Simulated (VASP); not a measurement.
# BeS (F-43m) in VASP: notebook

Runs on BeS. Level: PBE. Tasks: single point.

Program: VASP 6.6.1. These are calculated values, not measurements. Logs are shortened: lines on timing, memory, paths and dates and some standing lists are left out, and cuts for length are marked.

### 1 The cell of the first run

Symmetry: F-43m, No. 216, cubic system. The conventional cell has a = 4.810 Å, b = 4.810 Å, c = 4.810 Å, α = 90.00°, β = 90.00°, γ = 90.00°. Be (site symmetry -43m) has 4 S at 2.08 Å within 2.8 Å. S (site symmetry -43m) has 4 Be at 2.08 Å within 2.8 Å.

### 2 Single point, PBE (volume scaled by 0.960)

Input file INCAR:

```
ALGO = Normal ; EDIFF = 1E-7
ENCUT = 520 ; GGA = PE
ISIF = 2 ; ISMEAR = 0
LASPH = T ; LCHARG = F
LREAL = F ; LWAVE = F
NBANDS = 11 ; NELM = 80
PREC = Accurate ; SIGMA = 0.05
```

Input file KPOINTS:

```
k-points
0
Gamma
  12 12 12
```

Input file POSCAR:

```
BeS
1.0
    0.0000000000      2.4050922287      2.4050922287
    2.4050922287      0.0000000000      2.4050922287
    2.4050922287      2.4050922287      0.0000000000
Be S
1 1
Direct
    0.0000000000      0.0000000000      0.0000000000
    0.7500000000      0.7500000000      0.7500000000
```

Potentials or basis: VASP PAW PBE potentials, release 64 (Be, S).

Launch:

```
$ cat potpaw_PBE.64/Be/POTCAR potpaw_PBE.64/S/POTCAR > POTCAR
$ mpirun -np 1 vasp_std > vasp.out
```

OUTCAR:

```text
EDIFF = 1E-7
   ENCUT = 520
   GGA = PE
   ISIF = 2
   ISMEAR = 0
   LASPH = T
   LREAL = F
   NELM = 80
   PREC = Accurate

 ion  position               nearest neighbor table
   1  0.000  0.000  0.000-   2 2.08   2 2.08   2 2.08   2 2.08
   2  0.750  0.750  0.750-   1 2.08   1 2.08   1 2.08   1 2.08

  LATTYP: Found a face centered cubic cell.
 ALAT       =     4.8101844574

  Lattice vectors:

 A1 = (   0.0000000000,   2.4050922287,   2.4050922287)
 A2 = (   2.4050922287,   0.0000000000,   2.4050922287)
 A3 = (   2.4050922287,   2.4050922287,   0.0000000000)

Analysis of symmetry for initial positions (statically):
=====================================================================
 Subroutine PRICEL returns:
 Original cell was already a primitive cell.

 Routine SETGRP: Setting up the symmetry group for a
 face centered cubic supercell.

 Subroutine GETGRP returns: Found 24 space group operations
 (whereof 24 operations were pure point group operations)
 out of a pool of 48 trial point group operations.

The static configuration has the point symmetry T_d .

Analysis of symmetry for dynamics (positions and initial velocities):
=====================================================================
 Subroutine PRICEL returns:
 Original cell was already a primitive cell.

 Routine SETGRP: Setting up the symmetry group for a
 face centered cubic supercell.

 Subroutine GETGRP returns: Found 24 space group operations
 (whereof 24 operations were pure point group operations)
 out of a pool of 48 trial point group operations.

The dynamic configuration has the point symmetry T_d .

 Subroutine INISYM returns: Found 24 space group operations
 (whereof 24 operations are pure point group operations),
 and found     1 'primitive' translations

----------------------------------------------------------------------------------------

                                     Primitive cell

  volume of cell :      27.8244

  direct lattice vectors                    reciprocal lattice vectors
     0.000000000  2.405092229  2.405092229    -0.207892235  0.207892235  0.207892235
     2.405092229  0.000000000  2.405092229     0.207892235 -0.207892235  0.207892235
     2.405092229  2.405092229  0.000000000     0.207892235  0.207892235 -0.207892235

  length of vectors
     3.401314049  3.401314049  3.401314049     0.360079914  0.360079914  0.360079914

  position of ions in fractional coordinates (direct lattice)
     0.000000000  0.000000000  0.000000000
     0.750000000  0.750000000  0.750000000

  ion indices of the primitive-cell ions
   primitive index   ion index
                 1           1
                 2           2

----------------------------------------------------------------------------------------

 KPOINTS: k-points

Automatic generation of k-mesh.
 Grid dimensions read from file:
 generate k-points for:   12   12   12

 Generating k-lattice:

  Cartesian coordinates                     Fractional coordinates (reciprocal lattice)
    -0.017324353  0.017324353  0.017324353     0.083333333  0.000000000  0.000000000
     0.017324353 -0.017324353  0.017324353     0.000000000  0.083333333  0.000000000
     0.017324353  0.017324353 -0.017324353     0.000000000  0.000000000  0.083333333

  Length of vectors
     0.030006660  0.030006660  0.030006660

  Shift w.r.t. Gamma in fractional coordinates (k-lattice)
     0.000000000  0.000000000  0.000000000

 Subroutine IBZKPT returns following result:
 ===========================================

 Found     72 irreducible k-points:

 Following reciprocal coordinates:
            Coordinates               Weight
  0.000000  0.000000  0.000000      1.000000
  0.083333  0.000000  0.000000      8.000000
  0.166667  0.000000  0.000000      8.000000
  0.250000  0.000000  0.000000      8.000000
  0.333333  0.000000  0.000000      8.000000
  0.416667  0.000000  0.000000      8.000000
[... 16 lines left out ...]
  0.500000  0.166667  0.000000     24.000000
 -0.416667  0.166667  0.000000     24.000000
 [... further k-points ...]
   k-points           NKPTS =     72   k-points in BZ     NKDIM =     72   number of bands    NBANDS=     11
   number of dos      NEDOS =    301   number of ions     NIONS =      2
   total plane-waves  NPLWV =  21952
   dimension x,y,z NGX =    28 NGY =   28 NGZ =   28
   dimension x,y,z NGXF=    56 NGYF=   56 NGZF=   56
   ions per type =               1   1
   NGX,Y,Z   is equivalent  to a cutoff of  13.69, 13.69, 13.69 a.u.
   NGXF,Y,Z  is equivalent  to a cutoff of  27.37, 27.37, 27.37 a.u.
 SYSTEM =  unknown system
   PREC   = accura    normal or accurate (medium, high low for compatibility)
   ISTART =      0    job   : 0-new  1-cont  2-samecut
   ICHARG =      2    charge: 1-file 2-atom 10-const
   ISPIN  =      1    spin polarized calculation?
   LNONCOLLINEAR =      F non collinear calculations
   LSORBIT =      F    spin-orbit coupling
   LASPH  =      T    aspherical Exc in radial PAW
   ENCUT  =  520.0 eV  38.22 Ry    6.18 a.u.   6.32  6.32  6.32*2*pi/ulx,y,z
   NELM   =     80;   NELMIN=  2; NELMDL= -5     # of ELM steps
   EDIFF  = 0.1E-06   stopping-criterion for ELM
   LREAL  =      F    real-space projection
   EDIFFG = 0.1E-05   stopping-criterion for IOM
   NSW    =      0    number of steps for IOM
   IBRION =     -1    ionic relax: 0-MD 1-quasi-New 2-CG
   NFREE  =      0    steps in history (QN), initial steepest desc. (CG)
   ISIF   =      2    stress and relaxation
   ISYM   =      2    0-nonsym 1-usesym 2-fastsym
   POTIM  = 0.5000    time-step for ionic-motion
   TEBEG  =    0.0;   TEEND  =   0.0 temperature during run
   PSTRESS=    0.0 pullay stress
   NELECT =       8.0000    total number of electrons
   NUPDOWN=      -1.0000    fix difference up-down
   EMIN   =  10.00;   EMAX   =-10.00  energy-range for DOS
   EFERMI =   0.00;   METHOD = LEGACY
   ISMEAR =     0;   SIGMA  =   0.05  broadening in eV -4-tet -1-fermi 0-gaus
   EFERMI_NEDOS =   21; number of points for ismear=-14 and -15
   IALGO  =     38    algorithm
   IMIX   =      4    mixing-type and parameters
     AMIX     =   0.40;   BMIX     =  1.00
     AMIX_MAG =   1.60;   BMIX_MAG =  1.00
  volume/ion in A,a.u.               =      13.91        93.88
  Fermi-wavevector in a.u.,A,eV,Ry     =   1.080512  2.041872 15.884898  1.167507
  Thomas-Fermi vector in A             =   2.216505
   LORBIT       =      0    0 simple, 1 ext, 2 COOP (PROOUT), +10 PAW based schemes
   GGA     = PE    functional components
   LHFCALC =     F    Hartree Fock is set to
   AEXX    =    0.0000 exact exchange contribution
   IVDW    =     0    specifies the selected vdW correction
   LEPSILON=     F    determine dielectric tensor
   LRPA    =     F    only Hartree local field effects (RPA)
 non-spin polarized calculation
 Gauss-broadening in eV      SIGMA  =   0.05
  energy-cutoff  :      520.00
  volume of cell :       27.82
 maximum number of plane-waves:       760
 NGX is ok and might be reduce to    28
   NGX = 13   NGY = 13   NGZ = 13

 number of electron       8.0000000 magnetization

 Free energy of the ion-electron system (eV)
  ---------------------------------------------------
  ext. energy  EPLUGINS =         0.00000000
  ---------------------------------------------------
  free energy    TOTEN  =        -9.99881715 eV

  energy without entropy =       -9.99881715  energy(sigma->0) =       -9.99881715

 E-fermi :   4.7368     XC(G=0):  -9.8335

 val. band max:        4.4342312865   @ k =   0.0000   0.0000   0.0000
 cond. band min:       7.4881555271   @ k =   0.5000   0.5000   0.0000
 fundamental gap:      3.0539242406
 Fermi energy:         4.7367691742

 k-point     1 :       0.0000    0.0000    0.0000
  band No.  band energies     occupation
      1      -9.4276      2.00000
      2       4.4342      2.00000
      3       4.4342      2.00000
      4       4.4342      2.00000
      5      10.0923      0.00000
      6      10.0923      0.00000
      7      10.0923      0.00000
      8      10.5321      0.00000
      9      17.2961      0.00000
     10      17.2961      0.00000
     11      19.4991      0.00000

 k-point     2 :       0.0833    0.0000    0.0000
  band No.  band energies     occupation
      1      -9.3454      2.00000
      2       3.8234      2.00000
      3       4.3358      2.00000
      4       4.3358      2.00000
      5      10.0986      0.00000
      6      10.2694      0.00000
      7      10.2694      0.00000
      8      11.1468      0.00000
      9      16.9011      0.00000
     10      16.9011      0.00000
     11      19.4131      0.00000

 k-point     3 :       0.1667    0.0000    0.0000
  band No.  band energies     occupation
      1      -9.1063      2.00000
      2       2.4982      2.00000
      3       4.0951      2.00000
      4       4.0951      2.00000
      5      10.0880      0.00000
      6      10.6754      0.00000
      7      10.6754      0.00000
      8      12.4880      0.00000
      9      16.3606      0.00000
     10      16.3606      0.00000
     11      19.1197      0.00000

 k-point     4 :       0.2500    0.0000    0.0000
  band No.  band energies     occupation
      1      -8.7377      2.00000
      2       1.0460      2.00000
      3       3.8153      2.00000
      4       3.8153      2.00000
      5      10.0649      0.00000
      6      11.0159      0.00000
      7      11.0159      0.00000
      8      13.8992      0.00000
      9      16.3588      0.00000
     10      16.3588      0.00000
     11      18.8286      0.00000
[... 239 lines left out ...]
 k-point    22 :       0.4167    0.1667    0.0000
  band No.  band energies     occupation
      1      -7.9374      2.00000
      2      -0.3872      2.00000
      3       2.5638      2.00000
      4       2.7958      2.00000
      5       9.7167      0.00000
      6      12.0315      0.00000
      7      12.5656      0.00000
      8      13.0382      0.00000
      9      18.1267      0.00000
     10      19.4578      0.00000
     11      20.0698      0.00000

 k-point    23 :       0.5000    0.1667    0.0000
  band No.  band energies     occupation
      1      -7.6331      2.00000
      2      -1.0535      2.00000
      3       2.2315      2.00000
      4       2.8373      2.00000
      5       9.8302      0.00000
      6      11.9429      0.00000
      7      12.3275      0.00000
      8      14.4054      0.00000
      9      18.0559      0.00000
     10      19.5100      0.00000
     11      20.6741      0.00000

 k-point    24 :      -0.4167    0.1667    0.0000
  band No.  band energies     occupation
      1      -7.5856      2.00000
      2      -1.1499      2.00000
      3       2.0108      2.00000
      4       3.0140      2.00000
      5      10.0466      0.00000
      6      11.8861      0.00000
      7      12.0887      0.00000
      8      15.5188      0.00000
      9      17.4446      0.00000
     10      17.9137      0.00000
     11      21.1120      0.00000

 [... further k-points ...]
[... 5 lines left out ...]
  --------------------------------------------------------------------------------------
  -------------------------------------------------------------------------------------
  Total        0.7125307      0.7125307      0.7125307      0.0000000      0.0000000     -0.0000000
  in kB       41.0288143     41.0288143     41.0288143      0.0000000      0.0000000     -0.0000000
  external PRESSURE =      41.0288143 kB  Pullay stress =       0.0000000 kB

 VOLUME and BASIS-vectors are now :
 -----------------------------------------------------------------------------
  energy-cutoff  :      520.00
  volume of cell :       27.82
      direct lattice vectors                 reciprocal lattice vectors
     0.000000000  2.405092229  2.405092229    -0.207892235  0.207892235  0.207892235
     2.405092229  0.000000000  2.405092229     0.207892235 -0.207892235  0.207892235
     2.405092229  2.405092229  0.000000000     0.207892235  0.207892235 -0.207892235

 POSITION                                       TOTAL-FORCE (eV/Angst)
 -----------------------------------------------------------------------------------
      0.00000      0.00000      0.00000         0.000000      0.000000      0.000000
      3.60764      3.60764      3.60764        -0.000000     -0.000000     -0.000000
 -----------------------------------------------------------------------------------
    total drift:                               -0.000000     -0.000000     -0.000000

  FREE ENERGIE OF THE ION-ELECTRON SYSTEM (eV)
  ---------------------------------------------------
  free  energy   TOTEN  =        -9.9988171530 eV

  energy  without entropy=       -9.9988171530  energy(sigma->0) =       -9.99881715
```

Run time: 11 s. Hardware: 1 thread of Intel Xeon 6975P-C (Granite Rapids), shared host; peak memory 0.15 GiB.

What came out:

```yaml
Free_energy: -9.9988 eV
Pressure: 4.1 GPa
Band_gap_on_the_k_mesh: 3.05 eV, indirect (least direct gap 5.66 eV)
```

[end of part 1 of 2]
